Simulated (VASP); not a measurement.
# C (P6_3/mmc) in VASP: notebook

The runs below take C through single point, with LDA.

Everything below comes from runs of VASP 6.6.1. Logs are shortened: lines on timing, memory, paths and dates and some standing lists are left out, and cuts for length are marked.

## (1) The cell of the first run

It takes space group P6_3/mmc (No. 194, hexagonal). Conventional cell: a = 2.483 Å, b = 2.483 Å, c = 4.136 Å, α = 90.00°, β = 90.00°, γ = 120.00°. Within 2.0 Å of C (site symmetry 3m) lie 4 C at 1.52 to 1.55 Å.

## (2) Single point, LDA

Contents of INCAR:

```
PREC = Accurate
ENCUT = 1300
EDIFF = 1E-6
ISMEAR = 0
SIGMA = 0.01
LREAL = F
LASPH = T
NELM = 120
ALGO = Normal
ISIF = 2
LWAVE = F
LCHARG = F
NBANDS = 16
GGA_COMPAT = F
```

Contents of KPOINTS:

```
Automatic mesh
0
Gamma
  9 9 6
```

Contents of POSCAR:

```
C
1.0
    2.4830358874      0.0000000000      0.0000000000
   -1.2415179437      2.1503721570      0.0000000000
    0.0000000000      0.0000000000      4.1358820514
C
4
Direct
    0.3333333333      0.6666666667     -0.0001691602
    0.6666666667      0.3333333333      0.4998308398
    0.3333333333      0.6666666667      0.3741691602
    0.6666666667      0.3333333333      0.8741691602
```

Potentials or basis: VASP PAW LDA potentials, release 64 (C_h).

The run is started by

```bash
> cat potpaw_LDA.64/C_h/POTCAR > POTCAR
> mpirun -np 1 vasp_std > vasp.out
```

OUTCAR:

```text
PREC = Accurate
   ENCUT = 1300
   EDIFF = 1E-6
   ISMEAR = 0
   LREAL = F
   LASPH = T
   NELM = 120
   ISIF = 2

 ion  position               nearest neighbor table
   1  0.333  0.667  1.000-
   2  0.667  0.333  0.500-
   3  0.333  0.667  0.374-
   4  0.667  0.333  0.874-

  LATTYP: Found a hexagonal cell.
 ALAT       =     2.4830358874
 C/A-ratio  =     1.6656553666

  Lattice vectors:

 A1 = (   2.4830358874,   0.0000000000,   0.0000000000)
 A2 = (  -1.2415179437,   2.1503721570,   0.0000000000)
 A3 = (   0.0000000000,   0.0000000000,   4.1358820514)

Analysis of symmetry for initial positions (statically):
=====================================================================
 Subroutine PRICEL returns:
 Original cell was already a primitive cell.

 Routine SETGRP: Setting up the symmetry group for a
 hexagonal supercell.

 Subroutine GETGRP returns: Found 24 space group operations
 (whereof  6 operations were pure point group operations)
 out of a pool of 24 trial point group operations.

The static configuration has the point symmetry C_3v.
 The point group associated with its full space group is D_6h.

Analysis of symmetry for dynamics (positions and initial velocities):
=====================================================================
 Subroutine PRICEL returns:
 Original cell was already a primitive cell.

 Routine SETGRP: Setting up the symmetry group for a
 hexagonal supercell.

 Subroutine GETGRP returns: Found 24 space group operations
 (whereof  6 operations were pure point group operations)
 out of a pool of 24 trial point group operations.

The dynamic configuration has the point symmetry C_3v.
 The point group associated with its full space group is D_6h.

 Subroutine INISYM returns: Found 24 space group operations
 (whereof  6 operations are pure point group operations),
 and found     1 'primitive' translations

----------------------------------------------------------------------------------------

                                     Primitive cell

  volume of cell :      22.0833

  direct lattice vectors                    reciprocal lattice vectors
     2.483035887  0.000000000  0.000000000     0.402732802  0.232517892  0.000000000
    -1.241517944  2.150372157  0.000000000     0.000000000  0.465035783  0.000000000
     0.000000000  0.000000000  4.135882051     0.000000000  0.000000000  0.241786392

  length of vectors
     2.483035887  2.483035887  4.135882051     0.465035783  0.465035783  0.241786392

  position of ions in fractional coordinates (direct lattice)
     0.333333333  0.666666667  0.999830840
     0.666666667  0.333333333  0.499830840
     0.333333333  0.666666667  0.374169160
     0.666666667  0.333333333  0.874169160

  ion indices of the primitive-cell ions
   primitive index   ion index
                 1           1
                 2           2
                 3           3
                 4           4

----------------------------------------------------------------------------------------

 KPOINTS: Automatic mesh

Automatic generation of k-mesh.
 Grid dimensions read from file:
 generate k-points for:    9    9    6

 Generating k-lattice:

  Cartesian coordinates                     Fractional coordinates (reciprocal lattice)
     0.044748089  0.025835321  0.000000000     0.111111111 -0.000000000  0.000000000
     0.000000000  0.051670643  0.000000000     0.000000000  0.111111111  0.000000000
     0.000000000  0.000000000  0.040297732     0.000000000  0.000000000  0.166666667

  Length of vectors
     0.051670643  0.051670643  0.040297732

  Shift w.r.t. Gamma in fractional coordinates (k-lattice)
     0.000000000  0.000000000  0.000000000

 Subroutine IBZKPT returns following result:
 ===========================================

 Found     48 irreducible k-points:

 Following reciprocal coordinates:
            Coordinates               Weight
  0.000000  0.000000  0.000000      1.000000
  0.111111  0.000000  0.000000      6.000000
  0.222222 -0.000000  0.000000      6.000000
  0.333333 -0.000000  0.000000      6.000000
  0.444444 -0.000000  0.000000      6.000000
  0.111111  0.111111  0.000000      6.000000
[... 16 lines left out ...]
  0.333333  0.222222  0.166667     24.000000
  0.333333  0.333333  0.166667      4.000000
 [... further k-points ...]
   k-points           NKPTS =     48   k-points in BZ     NKDIM =     48   number of bands    NBANDS=     16
   number of dos      NEDOS =    301   number of ions     NIONS =      4
   total plane-waves  NPLWV =  45000
   dimension x,y,z NGX =    30 NGY =   30 NGZ =   50
   dimension x,y,z NGXF=    60 NGYF=   60 NGZF=  100
   ions per type =               4
   NGX,Y,Z   is equivalent  to a cutoff of  20.09, 20.09, 20.10 a.u.
   NGXF,Y,Z  is equivalent  to a cutoff of  40.17, 40.17, 40.20 a.u.
 SYSTEM =  unknown system
   PREC   = accura    normal or accurate (medium, high low for compatibility)
   ISTART =      0    job   : 0-new  1-cont  2-samecut
   ICHARG =      2    charge: 1-file 2-atom 10-const
   ISPIN  =      1    spin polarized calculation?
   LNONCOLLINEAR =      F non collinear calculations
   LSORBIT =      F    spin-orbit coupling
   LASPH  =      T    aspherical Exc in radial PAW
   ENCUT  = 1300.0 eV  95.55 Ry    9.77 a.u.   7.30  7.30 12.16*2*pi/ulx,y,z
   NELM   =    120;   NELMIN=  2; NELMDL= -5     # of ELM steps
   EDIFF  = 0.1E-05   stopping-criterion for ELM
   LREAL  =      F    real-space projection
   EDIFFG = 0.1E-04   stopping-criterion for IOM
   NSW    =      0    number of steps for IOM
   IBRION =     -1    ionic relax: 0-MD 1-quasi-New 2-CG
   NFREE  =      0    steps in history (QN), initial steepest desc. (CG)
   ISIF   =      2    stress and relaxation
   ISYM   =      2    0-nonsym 1-usesym 2-fastsym
   POTIM  = 0.5000    time-step for ionic-motion
   TEBEG  =    0.0;   TEEND  =   0.0 temperature during run
   PSTRESS=    0.0 pullay stress
   NELECT =      16.0000    total number of electrons
   NUPDOWN=      -1.0000    fix difference up-down
   EMIN   =  10.00;   EMAX   =-10.00  energy-range for DOS
   EFERMI =   0.00;   METHOD = LEGACY
   ISMEAR =     0;   SIGMA  =   0.01  broadening in eV -4-tet -1-fermi 0-gaus
   EFERMI_NEDOS =   21; number of points for ismear=-14 and -15
   IALGO  =     38    algorithm
   IMIX   =      4    mixing-type and parameters
     AMIX     =   0.40;   BMIX     =  1.00
     AMIX_MAG =   1.60;   BMIX_MAG =  1.00
  volume/ion in A,a.u.               =       5.52        37.26
  Fermi-wavevector in a.u.,A,eV,Ry     =   1.470370  2.778596 29.415623  2.161987
  Thomas-Fermi vector in A             =   2.585635
   LORBIT       =      0    0 simple, 1 ext, 2 COOP (PROOUT), +10 PAW based schemes
   GGA     = CA    functional components
   LHFCALC =     F    Hartree Fock is set to
   AEXX    =    0.0000 exact exchange contribution
   IVDW    =     0    specifies the selected vdW correction
   LEPSILON=     F    determine dielectric tensor
   LRPA    =     F    only Hartree local field effects (RPA)
 non-spin polarized calculation
 Gauss-broadening in eV      SIGMA  =   0.01
  energy-cutoff  :     1300.00
  volume of cell :       22.08
 maximum number of plane-waves:      2382
 NGX is ok and might be reduce to    30
   NGX = 15   NGY = 15   NGZ = 25

 number of electron      16.0000000 magnetization

 Free energy of the ion-electron system (eV)
  ---------------------------------------------------
  ext. energy  EPLUGINS =         0.00000000
  ---------------------------------------------------
  free energy    TOTEN  =       -40.43401586 eV

  energy without entropy =      -40.43401586  energy(sigma->0) =      -40.43401586

 E-fermi :  11.7841     XC(G=0): -13.7785

 val. band max:       11.6016062830   @ k =   0.0000   0.0000   0.0000
 cond. band min:      14.6126031596   @ k =   0.3333   0.3333   0.0000
 fundamental gap:      3.0109968766
 Fermi energy:        11.7840934141

 k-point     1 :       0.0000    0.0000    0.0000
  band No.  band energies     occupation
      1     -10.4082      2.00000
      2      -4.6283      2.00000
      3      -2.4042      2.00000
      4       8.4502      2.00000
      5       8.4502      2.00000
      6      11.0805      2.00000
[... 8 lines left out ...]
     15      26.6431      0.00000
     16      29.2805      0.00000

 k-point     2 :       0.1111    0.0000    0.0000
  band No.  band energies     occupation
      1     -10.0961      2.00000
      2      -4.3502      2.00000
      3      -2.1078      2.00000
      4       7.0042      2.00000
      5       7.8353      2.00000
      6      10.3768      2.00000
[... 8 lines left out ...]
     15      26.9431      0.00000
     16      28.1228      0.00000

 k-point     3 :       0.2222   -0.0000    0.0000
  band No.  band energies     occupation
      1      -9.1660      2.00000
      2      -3.5205      2.00000
      3      -1.2552      2.00000
      4       3.9659      2.00000
      5       6.6404      2.00000
      6       7.7899      2.00000
[... 8 lines left out ...]
     15      26.1741      0.00000
     16      27.6007      0.00000

 k-point     4 :       0.3333   -0.0000    0.0000
  band No.  band energies     occupation
      1      -7.6432      2.00000
      2      -2.1576      2.00000
      3      -0.2989      2.00000
      4       1.0513      2.00000
      5       4.9230      2.00000
      6       5.6119      2.00000
[... 8 lines left out ...]
     15      26.7025      0.00000
     16      28.0541      0.00000
[... 324 lines left out ...]
 k-point    22 :       0.2222    0.2222    0.1667
  band No.  band energies     occupation
      1      -6.5653      2.00000
      2      -2.4390      2.00000
      3       0.3440      2.00000
      4       2.6046      2.00000
      5       2.7957      2.00000
      6       4.1190      2.00000
[... 8 lines left out ...]
     15      25.3918      0.00000
     16      28.0007      0.00000

 k-point    23 :       0.3333    0.2222    0.1667
  band No.  band energies     occupation
      1      -4.6278      2.00000
      2      -1.9001      2.00000
      3      -0.5137      2.00000
      4       1.6130      2.00000
      5       2.0722      2.00000
      6       3.9160      2.00000
[... 8 lines left out ...]
     15      26.9104      0.00000
     16      28.2981      0.00000

 k-point    24 :       0.3333    0.3333    0.1667
  band No.  band energies     occupation
      1      -2.9028      2.00000
      2      -2.9028      2.00000
      3       0.3057      2.00000
      4       1.0664      2.00000
      5       1.0664      2.00000
      6       3.8934      2.00000
[... 8 lines left out ...]
     15      27.4485      0.00000
     16      27.4485      0.00000

 [... further k-points ...]
[... 5 lines left out ...]
  --------------------------------------------------------------------------------------
  -------------------------------------------------------------------------------------
  Total        0.1449617      0.1449617      0.1412630      0.0000000      0.0000000     -0.0000000
  in kB       10.5171756     10.5171756     10.2488298      0.0000000      0.0000000     -0.0000000
  external PRESSURE =      10.4277270 kB  Pullay stress =       0.0000000 kB

 VOLUME and BASIS-vectors are now :
 -----------------------------------------------------------------------------
  energy-cutoff  :     1300.00
  volume of cell :       22.08
      direct lattice vectors                 reciprocal lattice vectors
     2.483035887  0.000000000  0.000000000     0.402732802  0.232517892  0.000000000
    -1.241517944  2.150372157  0.000000000     0.000000000  0.465035783  0.000000000
     0.000000000  0.000000000  4.135882051     0.000000000  0.000000000  0.241786392

 POSITION                                       TOTAL-FORCE (eV/Angst)
 -----------------------------------------------------------------------------------
     -0.00000      1.43358      4.13518        -0.000000     -0.000000      0.000682
      1.24152      0.71679      2.06724         0.000000      0.000000      0.000682
     -0.00000      1.43358      1.54752        -0.000000      0.000000     -0.000682
      1.24152      0.71679      3.61546         0.000000      0.000000     -0.000682
 -----------------------------------------------------------------------------------
    total drift:                               -0.000000      0.000000      0.000004

  FREE ENERGIE OF THE ION-ELECTRON SYSTEM (eV)
  ---------------------------------------------------
  free  energy   TOTEN  =       -40.4340158573 eV

  energy  without entropy=      -40.4340158573  energy(sigma->0) =      -40.43401586
```

It took 45 s on 1 thread of Intel Xeon Platinum 8259CL at 2.50GHz (Skylake/Cascade Lake), shared host; peak memory 0.18 GiB.

Results:

* Free energy: -40.4340 eV
* Pressure: 1.0 GPa
* Band gap on the k mesh: 3.01 eV (least direct gap 4.97 eV)

Levels at points of the mesh, in eV from the valence-band top:
| k point | band 6 | band 7 | band 8 | band 9 | band 10 | band 11 |
| --- | --- | --- | --- | --- | --- | --- |
| (0.00, 0.00, 0.00) | -0.52 | 0.00 | 0.00 | 4.97 | 4.97 | 5.35 |
| (0.00, 0.00, 0.50) | -1.89 | -1.89 | -1.89 | 7.29 | 7.29 | 7.29 |

A k mesh can miss the band edges.

## (3) Single point, LDA

Edit INCAR of step 2 so:

```diff
@@ -4,3 +4,3 @@
 ISMEAR = 0
-SIGMA = 0.01
+SIGMA = 0.1
 LREAL = F
```

Contents of KPOINTS:

```
regular mesh
0
Gamma
  9 9 6
```

Contents of POSCAR:

```
C
1.0
    2.4836066686      0.0000000000      0.0000000000
   -1.2418033343      2.1508664680      0.0000000000
    0.0000000000      0.0000000000      4.1364874352
C
4
Direct
    0.3333333333      0.6666666667     -0.0001757281
    0.6666666667      0.3333333333      0.4998242719
    0.3333333333      0.6666666667      0.3741757281
    0.6666666667      0.3333333333      0.8741757281
```

Potentials or basis: VASP PAW LDA potentials, release 64 (C_h).

The run is started by

```bash
> cat potpaw_LDA.64/C_h/POTCAR > POTCAR
> mpirun -np 1 vasp_std > vasp.out
```

Run time: 44 s. Hardware: 1 thread of Intel Xeon Platinum 8375C at 2.90GHz (Ice Lake), shared host; peak memory 0.19 GiB.

Results (log left out):

```yaml
Free_energy: -40.4341 eV
Pressure: 0.8 GPa
Band_gap_on_the_k_mesh: 3.01 eV (least direct gap 4.97 eV)
```

Stress tensor (GPa, compression positive):
```
0.73 0.00 0.00
0.00 0.73 0.00
0.00 0.00 0.81
```

Levels at points of the mesh, in eV from the valence-band top:
```
           k point  band 4  band 5  band 6  band 7  band 8  band 9  band 10  band 11  band 12  band 13
(0.00, 0.00, 0.00)   -3.15   -3.15   -0.52    0.00    0.00    4.97     4.97     5.35     8.63     9.62
(0.00, 0.00, 0.50)   -7.14   -1.89   -1.89   -1.89   -1.89    7.29     7.29     7.29     7.29     7.89
```

## (4) Single point, LDA

Contents of INCAR:

```
SYSTEM = C
ALGO     = Normal         ! electronic algorithm
EDIFF    = 1E-6           ! SCF threshold, eV
ENCUT    = 1300           ! plane-wave cutoff, eV
GGA      = CA             ! functional
GGA_COMPAT= .False.      
ISIF     = 2              ! what is computed and relaxed
ISMEAR   = 0              ! smearing method
LASPH    = .True.         ! aspherical terms in the spheres
LCHARG   = .False.        ! write CHGCAR
LREAL    = .False.        ! projectors in reciprocal space
LWAVE    = .False.        ! write WAVECAR
NBANDS   = 16             ! bands
NELM     = 120            ! most SCF steps
PREC     = Accurate       ! precision mode
SIGMA    = 0.02           ! smearing width, eV
```

Contents of KPOINTS:

```
k-points
0
Gamma
  9 9 6
  0 0 0
```

Contents of POSCAR:

```
C
1.0
    2.4830358874      0.0000000000      0.0000000000
   -1.2415179437      2.1503721570      0.0000000000
    0.0000000000      0.0000000000      4.1358820514
C
4
Direct
    0.3333333333      0.6666666667     -0.0001691602
    0.6666666667      0.3333333333      0.4998308398
    0.3333333333      0.6666666667      0.3741691602
    0.6666666667      0.3333333333      0.8741691602
```

The run is started by

```bash
> cat potpaw_LDA.64/C_h/POTCAR > POTCAR
> mpirun -np 1 vasp_std > vasp.out
```

Wall time 60 s (1 thread of Intel Xeon Platinum 8375C at 2.90GHz (Ice Lake), shared host); peak memory 0.18 GiB.

Results (log left out):

```yaml
Free_energy: -40.4340 eV
Pressure: 1.0 GPa
Band_gap_on_the_k_mesh: 3.01 eV (least direct gap 4.97 eV)
```

Levels at points of the mesh, in eV from the valence-band top:
```csv
k point,band 6,band 7,band 8,band 9,band 10,band 11
"(0.00, 0.00, 0.00)",-0.52,0.00,0.00,4.97,4.97,5.35
"(0.00, 0.00, 0.50)",-1.89,-1.89,-1.89,7.29,7.29,7.29
```

A k mesh can miss the band edges.

(Part 1 of 2 ends here.)
